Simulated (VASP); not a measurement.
# Ni2Pt3 (P-6m2) in VASP: notebook, part 2 of 2

VASP 6.6.1.

**3. Single point, PBE, collinear spin, ferromagnetic start**

This run uses another cell than the first one, of 14.07 Å³/atom.

INCAR reads:

```
SYSTEM = Ni2Pt3
PREC     = Accurate       ! precision mode
ENCUT    = 520            ! plane-wave cutoff, eV
EDIFF    = 1E-7           ! SCF threshold, eV
ISMEAR   = 0              ! smearing method
SIGMA    = 0.1            ! smearing width, eV
LREAL    = .FALSE.        ! projectors in reciprocal space
LASPH    = .TRUE.         ! aspherical terms in the spheres
NELM     = 150            ! most SCF steps
ALGO     = Normal         ! electronic algorithm
ISIF     = 2              ! what is computed and relaxed
LWAVE    = .FALSE.        ! write WAVECAR
LCHARG   = .TRUE.         ! write CHGCAR
ISPIN    = 2              ! spin polarisation
MAGMOM   = 2 2 2 2 0 0 0 0 0 0 ! initial moments
LORBIT   = 11             ! projections on sites
LMAXMIX  = 4              ! l up to which the mixer works
GGA      = PE             ! functional
LELF     = .TRUE.         ! ELF
LVHAR    = .TRUE.       
NBANDS   = 65             ! bands
```

KPOINTS reads:

```
regular mesh
0
G
  6 6 1
  0 0 0
```

POSCAR reads:

```
Ni2Pt3
1.0
    2.7251266658      0.0000000000      0.0000000000
   -1.3625633329      2.3600289211      0.0000000000
    0.0000000000      0.0000000000     21.8696433402
Ni Pt
4 6
Direct
    0.3333333333      0.6666666667      0.0000000000
    0.6666666667      0.3333333333      0.3051740139
    0.6666666667      0.3333333333      0.5000000000
    0.6666666667      0.3333333333      0.6948259861
    0.3333333333      0.6666666667      0.2088160899
    0.3333333333      0.6666666667      0.4026981887
    0.3333333333      0.6666666667      0.5973018113
    0.3333333333      0.6666666667      0.7911839101
    0.6666666667      0.3333333333      0.0966673333
    0.6666666667      0.3333333333      0.9033326667
```

Potentials or basis: VASP PAW PBE potentials, release 64 (Ni, Pt).

On the command line:

```
> cat potpaw_PBE.64/Ni/POTCAR potpaw_PBE.64/Pt/POTCAR > POTCAR
> mpirun -np 1 vasp_std > vasp.out
```

OUTCAR:

```text
SYSTEM = Ni2Pt3
   PREC = Accurate
   ENCUT = 520
   EDIFF = 1E-7
   ISMEAR = 0
   LREAL = .FALSE.
   LASPH = .TRUE.
   NELM = 150
   ISIF = 2
   ISPIN = 2
   LORBIT = 11
   GGA = PE

 ion  position               nearest neighbor table
   1  0.333  0.667  0.000-   9 2.64  10 2.64   9 2.64  10 2.64   9 2.64  10 2.64
   2  0.667  0.333  0.305-   5 2.63   5 2.63   5 2.63   6 2.65   6 2.65   6 2.65
   3  0.667  0.333  0.500-   6 2.65   7 2.65   6 2.65   7 2.65   6 2.65   7 2.65
   4  0.667  0.333  0.695-   8 2.63   8 2.63   8 2.63   7 2.65   7 2.65   7 2.65
   5  0.333  0.667  0.209-   2 2.63   2 2.63   2 2.63   9 2.91   9 2.91   9 2.91
   6  0.333  0.667  0.403-   3 2.65   3 2.65   3 2.65   2 2.65   2 2.65   2 2.65
   7  0.333  0.667  0.597-   3 2.65   3 2.65   3 2.65   4 2.65   4 2.65   4 2.65
   8  0.333  0.667  0.791-   4 2.63   4 2.63   4 2.63  10 2.91  10 2.91  10 2.91
   9  0.667  0.333  0.097-   1 2.64   1 2.64   1 2.64   5 2.91   5 2.91   5 2.91
  10  0.667  0.333  0.903-   1 2.64   1 2.64   1 2.64   8 2.91   8 2.91   8 2.91

  LATTYP: Found a hexagonal cell.
 ALAT       =     2.7251266658
 C/A-ratio  =     8.0251841555

  Lattice vectors:

 A1 = (   2.7251266658,   0.0000000000,   0.0000000000)
 A2 = (  -1.3625633329,   2.3600289211,   0.0000000000)
 A3 = (   0.0000000000,   0.0000000000,  21.8696433402)

Analysis of symmetry for initial positions (statically):
=====================================================================
 Subroutine PRICEL returns:
 Original cell was already a primitive cell.

 Routine SETGRP: Setting up the symmetry group for a
 hexagonal supercell.

 Subroutine GETGRP returns: Found 12 space group operations
 (whereof 12 operations were pure point group operations)
 out of a pool of 24 trial point group operations.

The static configuration has the point symmetry D_3h.

Analysis of symmetry for dynamics (positions and initial velocities):
=====================================================================
 Subroutine PRICEL returns:
 Original cell was already a primitive cell.

 Routine SETGRP: Setting up the symmetry group for a
 hexagonal supercell.

 Subroutine GETGRP returns: Found 12 space group operations
 (whereof 12 operations were pure point group operations)
 out of a pool of 24 trial point group operations.

The dynamic configuration has the point symmetry D_3h.

Analysis of structural, dynamic, and magnetic symmetry:
=====================================================================
 Subroutine PRICEL returns:
 Original cell was already a primitive cell.

 Routine SETGRP: Setting up the symmetry group for a
 hexagonal supercell.

 Subroutine GETGRP returns: Found 12 space group operations
 (whereof 12 operations were pure point group operations)
 out of a pool of 24 trial point group operations.

The overall configuration has the point symmetry D_3h.

 Subroutine INISYM returns: Found 12 space group operations
 (whereof 12 operations are pure point group operations),
 and found     1 'primitive' translations

----------------------------------------------------------------------------------------

                                     Primitive cell

  volume of cell :     140.6519

  direct lattice vectors                    reciprocal lattice vectors
     2.725126666  0.000000000  0.000000000     0.366955420  0.211861810  0.000000000
    -1.362563333  2.360028921  0.000000000     0.000000000  0.423723621  0.000000000
[... 104 lines left out ...]
  volume/ion in A,a.u.               =      14.07        94.92
  Fermi-wavevector in a.u.,A,eV,Ry     =   1.461144  2.761161 29.047634  2.134941
  Thomas-Fermi vector in A             =   2.577510
   LORBIT       =     11    0 simple, 1 ext, 2 COOP (PROOUT), +10 PAW based schemes
   GGA     = PE    functional components
   LHFCALC =     F    Hartree Fock is set to
   AEXX    =    0.0000 exact exchange contribution
   IVDW    =     0    specifies the selected vdW correction
   LEPSILON=     F    determine dielectric tensor
   LRPA    =     F    only Hartree local field effects (RPA)
 spin polarized calculation
 Gauss-broadening in eV      SIGMA  =   0.10
  energy-cutoff  :      520.00
  volume of cell :      140.65
 maximum number of plane-waves:      3813
   NGX = 11   NGY = 11   NGZ = 81

 number of electron     100.0000010 magnetization       4.6334255

 Free energy of the ion-electron system (eV)
  ---------------------------------------------------
  ext. energy  EPLUGINS =         0.00000000
  ---------------------------------------------------
  free energy    TOTEN  =       -58.98535475 eV

  energy without entropy =      -58.90549001  energy(sigma->0) =      -58.94542238

 E-fermi :   9.9161     XC(G=0): -13.1045

 val. band max:        9.9099584057   @ k =   0.3333   0.3333   0.0000
 cond. band min:       9.9226005196   @ k =   0.0000   0.0000   0.0000
 fundamental gap:      0.0126421139
 Fermi energy:         9.9161002797

 spin component 1

 k-point     1 :       0.0000    0.0000    0.0000
  band No.  band energies     occupation
      1       0.3344      1.00000
      2       0.6263      1.00000
      3       0.6754      1.00000
      4       1.2594      1.00000
      5       1.8110      1.00000
      6       2.1942      1.00000
[... 444 lines left out ...]
     61      15.5016      0.00000
     62      15.8367      0.00000
 Fermi energy:         9.9161002797

 spin component 2

 k-point     1 :       0.0000    0.0000    0.0000
  band No.  band energies     occupation
      1       0.3517      1.00000
      2       0.6450      1.00000
      3       0.6910      1.00000
      4       1.2796      1.00000
      5       1.8382      1.00000
      6       2.2306      1.00000
[... 444 lines left out ...]
     61      15.6343      0.00000
     62      15.9428      0.00000
 [bands above 62 left out]

------------------------ aborting loop because EDIFF is reached ----------------------------------------

  FORCE on cell =-STRESS in cart. coord.  units (eV):
  Direction    XX          YY          ZZ          XY          YZ          ZX
  --------------------------------------------------------------------------------------
  -------------------------------------------------------------------------------------
  Total       -0.3377571     -0.3377571     -0.4172890      0.0000000      0.0000000      0.0000000
  in kB       -3.8474177     -3.8474177     -4.7533723      0.0000000      0.0000000      0.0000000
  external PRESSURE =      -4.1494026 kB  Pullay stress =       0.0000000 kB

 VOLUME and BASIS-vectors are now :
 -----------------------------------------------------------------------------
  energy-cutoff  :      520.00
  volume of cell :      140.65
      direct lattice vectors                 reciprocal lattice vectors
     2.725126666  0.000000000  0.000000000     0.366955420  0.211861810  0.000000000
    -1.362563333  2.360028921  0.000000000     0.000000000  0.423723621  0.000000000
     0.000000000  0.000000000 21.869643340     0.000000000  0.000000000  0.045725483

 POSITION                                       TOTAL-FORCE (eV/Angst)
 -----------------------------------------------------------------------------------
     -0.00000      1.57335      0.00000         0.000000     -0.000000      0.000000
      1.36256      0.78668      6.67405         0.000000      0.000000      0.004990
      1.36256      0.78668     10.93482        -0.000000      0.000000      0.000000
      1.36256      0.78668     15.19560         0.000000     -0.000000     -0.004990
     -0.00000      1.57335      4.56673        -0.000000      0.000000     -0.012201
     -0.00000      1.57335      8.80687        -0.000000      0.000000     -0.009411
     -0.00000      1.57335     13.06278        -0.000000      0.000000      0.009411
     -0.00000      1.57335     17.30291        -0.000000      0.000000      0.012201
      1.36256      0.78668      2.11408        -0.000000      0.000000     -0.000043
      1.36256      0.78668     19.75556        -0.000000      0.000000      0.000043
 -----------------------------------------------------------------------------------
    total drift:                                0.000003     -0.000002      0.000000

  FREE ENERGIE OF THE ION-ELECTRON SYSTEM (eV)
  ---------------------------------------------------
  free  energy   TOTEN  =       -58.9853547521 eV

  energy  without entropy=      -58.9054900118  energy(sigma->0) =      -58.94542238

 total charge

# of ion       s       p       d       tot
------------------------------------------
    1        0.417   0.411   8.283   9.111
    2        0.416   0.407   8.291   9.114
    3        0.415   0.400   8.303   9.118
    4        0.416   0.407   8.291   9.114
    5        0.667   0.597   8.042   9.306
    6        0.691   0.632   8.031   9.353
    7        0.691   0.632   8.031   9.353
    8        0.667   0.597   8.042   9.306
    9        0.665   0.596   8.041   9.303
   10        0.665   0.596   8.041   9.303
--------------------------------------------------
tot          5.711   5.276  81.395  92.382

 magnetization (x)

# of ion       s       p       d       tot
------------------------------------------
    1       -0.001  -0.007   0.857   0.850
    2       -0.002  -0.010   0.868   0.856
    3       -0.003  -0.012   0.836   0.821
    4       -0.002  -0.010   0.868   0.856
    5       -0.000  -0.011   0.234   0.222
    6       -0.001  -0.018   0.250   0.231
    7       -0.001  -0.018   0.250   0.231
    8       -0.000  -0.011   0.234   0.222
    9       -0.002  -0.011   0.217   0.204
   10       -0.002  -0.011   0.217   0.204
--------------------------------------------------
tot         -0.013  -0.120   4.831   4.698
```

Run time: 6.4 min. Hardware: 1 thread of Intel Xeon Platinum 8375C at 2.90GHz (Ice Lake), shared host; peak memory 0.36 GiB.

Results:

```yaml
Free_energy: -58.9854 eV
Pressure: -0.4 GPa
Largest_force: 0.012 eV/Å
Net_moment: 4.63 μB per cell
Site_moments: Ni +0.85, +0.86, +0.82 (each value once); Pt +0.22, +0.23, +0.20 (each value once) μB
Valence_electrons_inside_the_program's_atomic_spheres: Ni 9.11, 9.12 (each value once); Pt 9.31, 9.35, 9.30 (each value once)
```

Forces on the atoms (eV/Å):
```
Ni   0.000  0.000  0.000
Ni   0.000  0.000  0.005
Ni   0.000  0.000  0.000
Ni   0.000  0.000 -0.005
Pt   0.000  0.000 -0.012
Pt   0.000  0.000 -0.009
Pt   0.000  0.000  0.009
Pt   0.000  0.000  0.012
Pt   0.000  0.000  0.000
Pt   0.000  0.000  0.000
```

Caveat: the k points lie up to 0.44 Å⁻¹ apart; spin-orbit coupling is left out, which moves the levels of the heavy elements.
